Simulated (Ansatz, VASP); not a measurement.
## SnTe: VASP beside Ansatz

```
Sn Te
1.0
     0.00000    3.22091    3.22091
     3.22091    0.00000    3.22091
     3.22091    3.22091    0.00000
Sn Te
1 1
Cartesian
  0.0000 0.0000 0.0000
  3.2209 3.2209 3.2209
```

Alike in both runs: task single point; functional r2SCAN; k mesh 6 × 6 × 6; occupations fermi-dirac, width 0.02 eV; no spin polarisation.

```csv
,VASP,Ansatz
version,VASP 6.6.1,Ansatz 0.2.0
potentials or method,"VASP PAW PBE potentials, release 64 (Sn_d, Te)","plane waves, PAW"
plane-wave cutoff (eV),520,500
valence electrons in the cell,20,30
```

```csv
,VASP,Ansatz,Ansatz less VASP
pressure (GPa),-1.3,-1.2,+0.01
```

VASP's potentials were made for PBE, not for r2SCAN. VASP's potentials hold 20 valence electrons a cell and Ansatz's 30, so a difference there can come from the potentials and not from the codes.

Neither program's run includes spin-orbit coupling.
